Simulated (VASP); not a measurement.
# Si2Mo in VASP: further runs, part 2 of 2

VASP 6.6.1. The steps go on from the part before.

## 4. Single point, PBEsol (equal xy, yz and zx shear strains of +2 %)

INCAR reads:

```
ALGO = Normal ; EDIFF = 1E-6
ENCUT = 520 ; GGA = PS
ISIF = 2 ; ISMEAR = -1
LASPH = T ; LCHARG = F
LREAL = F ; LWAVE = F
NBANDS = 18 ; NELM = 80
PREC = Accurate ; SIGMA = 0.03
```

KPOINTS reads:

```
k-points
0
Gamma
  12 12 16
```

POSCAR reads:

```
Si2Mo
1.0
   -1.5446950000      1.6233050000      3.9305000000
    1.6233050000     -1.5446950000      3.9305000000
    1.5766950000      1.5766950000     -3.8985000000
Si Mo
2 1
Direct
    0.3330000000      0.3330000000      0.0000000000
    0.6670000000      0.6670000000      0.0000000000
    0.0000000000      0.0000000000      0.0000000000
```

Potentials or basis: VASP PAW PBE potentials, release 64 (Si, Mo_sv).

On the command line:

```bash
> cat potpaw_PBE.64/Si/POTCAR potpaw_PBE.64/Mo_sv/POTCAR > POTCAR
> mpirun -np 1 vasp_std > vasp.out
```

OUTCAR:

```text
EDIFF = 1E-6
   ENCUT = 520
   GGA = PS
   ISIF = 2
   ISMEAR = -1
   LASPH = T
   LREAL = F
   NELM = 80
   PREC = Accurate

 ion  position               nearest neighbor table
   1  0.333  0.333  0.000-   2 2.59   2 2.59   3 2.60   3 2.60   2 2.60   3 2.60   3 2.62   2 2.63
                             2 2.66   3 2.67
   2  0.667  0.667  0.000-   1 2.59   1 2.59   3 2.60   3 2.60   1 2.60   3 2.60   3 2.62   1 2.63
                             1 2.66   3 2.67
   3  0.000  0.000  0.000-   2 2.60   2 2.60   1 2.60   1 2.60   1 2.60   2 2.60   2 2.62   1 2.62
                             2 2.67   1 2.67

  Warning from LATTYP: Got some problem with cell dimensions!
  Tried to take original basis but could not verify dimensions!
  LATTYP: Found a base centered monoclinic cell.
 ALAT       =     4.5711862793
 B/A-ratio  =     0.9801019455
 C/A-ratio  =     0.9824864640
 COS(beta)  =    -0.4842842812

  Lattice vectors:

 A1 = (  -0.0320000000,  -3.2000000000,  -0.0320000000)
 A2 = (  -3.2000000000,  -0.0320000000,  -0.0320000000)
 A3 = (   1.5766950000,   1.5766950000,  -3.8985000000)

Analysis of symmetry for initial positions (statically):
=====================================================================
 Subroutine PRICEL returns:
 Original cell was already a primitive cell.

 Routine SETGRP: Setting up the symmetry group for a
 base centered monoclinic supercell.

 Subroutine GETGRP returns: Found  4 space group operations
 (whereof  4 operations were pure point group operations)
 out of a pool of  4 trial point group operations.

The static configuration has the point symmetry C_2h.

Analysis of symmetry for dynamics (positions and initial velocities):
=====================================================================
 Subroutine PRICEL returns:
 Original cell was already a primitive cell.

 Routine SETGRP: Setting up the symmetry group for a
 base centered monoclinic supercell.

[... 118 lines left out ...]
   NUPDOWN=      -1.0000    fix difference up-down
   EMIN   =  10.00;   EMAX   =-10.00  energy-range for DOS
   EFERMI =   0.00;   METHOD = LEGACY
   ISMEAR =    -1;   SIGMA  =   0.03  broadening in eV -4-tet -1-fermi 0-gaus
   EFERMI_NEDOS =   21; number of points for ismear=-14 and -15
   IALGO  =     38    algorithm
   IMIX   =      4    mixing-type and parameters
     AMIX     =   0.40;   BMIX     =  1.00
     AMIX_MAG =   1.60;   BMIX_MAG =  1.00
  volume/ion in A,a.u.               =      13.41        90.51
  Fermi-wavevector in a.u.,A,eV,Ry     =   1.338678  2.529736 24.382458  1.792060
  Thomas-Fermi vector in A             =   2.467130
   LORBIT       =      0    0 simple, 1 ext, 2 COOP (PROOUT), +10 PAW based schemes
   GGA     = PS    functional components
   LHFCALC =     F    Hartree Fock is set to
   AEXX    =    0.0000 exact exchange contribution
   IVDW    =     0    specifies the selected vdW correction
   LEPSILON=     F    determine dielectric tensor
   LRPA    =     F    only Hartree local field effects (RPA)
 non-spin polarized calculation
  energy-cutoff  :      520.00
  volume of cell :       40.24
 maximum number of plane-waves:      1102
 NGX is ok and might be reduce to    36
   NGX = 17   NGY = 17   NGZ = 17

 number of electron      22.0000000 magnetization

 Free energy of the ion-electron system (eV)
  ---------------------------------------------------
  ext. energy  EPLUGINS =         0.00000000
  ---------------------------------------------------
  free energy    TOTEN  =       -25.04263760 eV

  energy without entropy =      -25.04192507  energy(sigma->0) =      -25.04228133

 E-fermi :  12.1937     XC(G=0): -12.5116

 val. band max:       12.1908155061   @ k =  -0.4167   0.4167   0.3750
 cond. band min:      12.1969746710   @ k =  -0.4167  -0.4167   0.3750
 fundamental gap:      0.0061591649
 Fermi energy:        12.1937220603

 k-point     1 :       0.0000    0.0000    0.0000
  band No.  band energies     occupation
      1     -48.4478      2.00000
      2     -22.6439      2.00000
      3     -22.5454      2.00000
      4     -22.5396      2.00000
      5      -1.2687      2.00000
      6       5.8361      2.00000
[... 481 lines left out ...]
      5       1.7071      2.00000
      6       4.1345      2.00000
[... 10 lines left out ...]
     17      19.3813      0.00000
     18      20.3094      0.00000

 [... further k-points ...]
[... 5 lines left out ...]
  --------------------------------------------------------------------------------------
  -------------------------------------------------------------------------------------
  Total       -0.4106526     -0.4106526     -0.7541020     -0.9315495     -0.9727154     -0.9727155
  in kB      -16.3518493    -16.3518493    -30.0277214    -37.0935318    -38.7327272    -38.7327280
  external PRESSURE =     -20.9104733 kB  Pullay stress =       0.0000000 kB

 VOLUME and BASIS-vectors are now :
 -----------------------------------------------------------------------------
  energy-cutoff  :      520.00
  volume of cell :       40.24
      direct lattice vectors                 reciprocal lattice vectors
    -1.544695000  1.623305000  3.930500000    -0.004354429  0.311302136  0.124140802
     1.623305000 -1.544695000  3.930500000     0.311302136 -0.004354429  0.124140802
     1.576695000  1.576695000 -3.898500000     0.309467221  0.309467221 -0.006189344

 POSITION                                       TOTAL-FORCE (eV/Angst)
 -----------------------------------------------------------------------------------
      0.02618      0.02618      2.61771         0.010034      0.010034      0.316459
      0.05243      0.05243      5.24329        -0.010034     -0.010034     -0.316459
      0.00000      0.00000      0.00000         0.000000      0.000000     -0.000000
 -----------------------------------------------------------------------------------
    total drift:                                0.000000      0.000000     -0.000000

  FREE ENERGIE OF THE ION-ELECTRON SYSTEM (eV)
  ---------------------------------------------------
  free  energy   TOTEN  =       -25.0426375961 eV

  energy  without entropy=      -25.0419250722  energy(sigma->0) =      -25.04228133
```

OSZICAR:

```text
N       E                     dE             d eps       ncg     rms          rms(c)
DAV:   1     0.119127163786E+03    0.11913E+03   -0.11257E+04 22768   0.116E+03
DAV:   2    -0.229180744451E+02   -0.14205E+03   -0.13922E+03 27194   0.298E+02
DAV:   3    -0.260105849643E+02   -0.30925E+01   -0.30631E+01 28468   0.391E+01
DAV:   4    -0.260279050738E+02   -0.17320E-01   -0.17301E-01 26788   0.318E+00
DAV:   5    -0.260280207158E+02   -0.11564E-03   -0.11564E-03 26738   0.275E-01    0.224E+01
DAV:   6    -0.252252192742E+02    0.80280E+00   -0.59668E+00 24030   0.159E+01    0.482E+00
DAV:   7    -0.250858734858E+02    0.13935E+00   -0.91917E-01 23644   0.572E+00    0.461E+00
DAV:   8    -0.250438486367E+02    0.42025E-01   -0.11088E-01 24660   0.240E+00    0.446E-01
DAV:   9    -0.250427689902E+02    0.10796E-02   -0.21101E-03 27374   0.358E-01    0.247E-01
DAV:  10    -0.250426549229E+02    0.11407E-03   -0.52826E-04 25172   0.196E-01    0.601E-02
DAV:  11    -0.250426412441E+02    0.13679E-04   -0.17747E-04 24778   0.986E-02    0.418E-02
DAV:  12    -0.250426380990E+02    0.31451E-05   -0.26228E-05 24304   0.364E-02    0.879E-03
DAV:  13    -0.250426375961E+02    0.50287E-06   -0.12399E-06 13260   0.946E-03
   1 F= -.25042638E+02 E0= -.25042281E+02  d E =-.712524E-03
```

Run time: 16 min. Hardware: 1 thread of Oxide Virtual Turin-like, shared host; peak memory 0.51 GiB.

Results:

```
Free energy            : -25.0426 eV
Pressure               : -2.1 GPa
Largest force          : 0.317 eV/Å
Band gap on the k mesh : zero (bands 11 and 12 overlap by 0.99 eV)
```

Forces on the atoms (eV/Å):
```
Si   0.010  0.010  0.316
Si  -0.010 -0.010 -0.316
Mo   0.000  0.000  0.000
```

Stress tensor (GPa, compression positive):
```
-1.64 -3.71 -3.87
-3.71 -1.64 -3.87
-3.87 -3.87 -3.00
```

Caveat: the cell differs from its parent crystal (equal xy, yz and zx shear strains of +2 %); the PAW data sets were made with another functional, which shifts forces and pressure a little.

## 5. Summary

| cell | gap on the mesh (eV) | pressure (GPa) | largest force (eV/Å) |
| --- | --- | --- | --- |
| a = 4.505 Å, angles 138.7, 138.7, 59.9°, 3 atoms | none | 2.1 | 0.30 |
| a = 4.541, b = 4.541, c = 4.557 Å, angles 138.8, 138.8, 60.1°, 3 atoms | none | -2.3 | 0.33 |
| a = 4.524, b = 4.524, c = 4.491 Å, angles 138.4, 138.4, 59.4°, 3 atoms | none | -2.1 | 0.32 |

Alike in all rows: task single point; level PBEsol; potentials or basis VASP PAW PBE potentials, release 64 (Si, Mo_sv); no spin polarisation; k mesh 12 × 12 × 16; cutoff (eV) 520; smearing fermi-dirac 0.03 eV.

Caveats: the PAW data sets were made with another functional, which shifts forces and pressure a little.

Total energies depend on the potentials used, so only differences within one code and one set of settings carry meaning.
